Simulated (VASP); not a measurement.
A run of VASP 6.6.1:

Contents of INCAR:

```
SYSTEM = Mg2CdO3
  ALGO = Normal
  EDIFF = 1E-6
  ENCUT = 520
  GGA = PE
  ISIF = 2
  ISMEAR = 0
  LASPH = .TRUE.
  LCHARG = .FALSE.
  LREAL = .FALSE.
  LWAVE = .FALSE.
  NBANDS = 46
  NELM = 100
  PREC = Accurate
  SIGMA = 0.1
```

KPOINTS

```
k-points
0
G
  4 4 4
  0 0 0
```

File POSCAR:

```
Mg2CdO3
1.0
    2.7241876321     -4.7126727388     -0.0027755997
    2.7235312734      4.7123144987     -0.0014154487
   -1.8240565230      0.0008525655      5.1470525775
Mg Cd O
4 2 6
Direct
    0.0001468900      0.0001343450      0.4998747299
    0.3350393596      0.6652798392      0.5001387184
    0.6651684109      0.3348850981      0.5000154957
    0.5000728777      0.5000426004      0.0001053764
    0.8326668657      0.1673443461      1.0000596872
    0.1674021120      0.8326897714     -0.0000855296
    0.4085832951      0.0925613202      0.7247583918
    0.9073154814      0.5913679892      0.2749875776
    0.0924790772      0.4085465616      0.7248616497
    0.5912895487      0.9073087639      0.2752207360
    0.7242906918      0.7243106421      0.7387056765
    0.2755453900      0.2755287228      0.2613574902
```

Potentials or basis: VASP PAW PBE potentials, release 64 (Mg, Cd, O).

Command:

```console
$ cat potpaw_PBE.64/Mg/POTCAR potpaw_PBE.64/Cd/POTCAR potpaw_PBE.64/O/POTCAR > POTCAR
$ mpirun -np 1 vasp_std > vasp.out
```

Hardware: 1 thread of AMD EPYC 9R45 96-Core Processor (Zen 5), with other jobs on the host.

Question: How long does it take, and how much memory?

Answer: Wall time 2.5 min on 1 thread of AMD EPYC 9R45 96-Core Processor (Zen 5), on a shared host, peak memory 0.31 GiB. Counts: scf iterations 15, k points 36.
